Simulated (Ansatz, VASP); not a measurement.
**Two plane-wave programs on Pd**

INCAR

```
ALGO     = Normal         # electronic algorithm
EDIFF    = 1E-6           # SCF threshold, eV
ENCUT    = 500            # plane-wave cutoff, eV
GGA      = PE             # functional
GGA_COMPAT= F            
ISIF     = 2              # what is computed and relaxed
ISMEAR   = -1             # smearing method
ISPIN    = 2              # spin polarisation
LASPH    = T              # aspherical terms in the spheres
LCHARG   = F              # write CHGCAR
LMAXMIX  = 4              # l up to which the mixer works
LORBIT   = 11             # projections on sites
LREAL    = F              # projectors in reciprocal space
LWAVE    = F              # write WAVECAR
MAGMOM   = 0.5            # initial moments
NBANDS   = 15             # bands
NELM     = 200            # most SCF steps
PREC     = Accurate       # precision mode
SIGMA    = 0.05           # smearing width, eV
```

Contents of KPOINTS:

```
k-points
0
Gamma
  20 20 20
```

The input POSCAR:

```
Pd
1.0
    2.6149101206      0.0000000000      0.0000000000
    0.0000000000      2.6149101206      0.0000000000
    0.0000000000      0.0000000000      2.6149101206
Pd
1
Direct
    0.0000000000      0.0000000000      0.0000000000
```

Input for Ansatz:

```yaml
crystal:
  lattice:
    - [2.6149101206, 0.0, 0.0]
    - [0.0, 2.6149101206, 0.0]
    - [0.0, 0.0, 2.6149101206]
  atoms:
    - { symbol: Pd, position: [0.0, 0.0, 0.0], spin: 0.5 }
hamiltonian:
  xc: pbe
  pseudopotentials:
    kind: paw
    azcp:
      Pd: "pseudopotentials/Pd.paw.azcp"
basis:
  ecutwfc: 420
  fft_grid_basis: typed
kpoints:
  mp_grid: { grid: [20, 20, 20], shift: [0, 0, 0] }
magnetization:
  spin_polarized: true
scf:
  occupations: { method: fermi_dirac, width: 0.05 }
```

Alike in both runs: task single point; functional PBE; k mesh 20 × 20 × 20; occupations fermi-dirac, width 0.05 eV; collinear spin.

|  | VASP | Ansatz |
| --- | --- | --- |
| version | VASP 6.6.1 | Ansatz 0.2.0 |
| potentials or method | VASP PAW PBE potentials, release 64 (Pd), cutoff 500 eV | plane waves (420 eV) with PAW, scalar-relativistic |
| valence electrons in the cell | 10 | 18 |

|  | VASP | Ansatz | Ansatz less VASP |
| --- | --- | --- | --- |
| net moment per atom (μB) | 0.00 | 0.00 | 0.000 |

With one functional, cell and mesh, what is left measures potentials, basis and numerics. VASP's potentials hold 10 valence electrons a cell and Ansatz's 18, so a difference there can come from the potentials and not from the codes. Ansatz's warnings: seeded moment not kept.
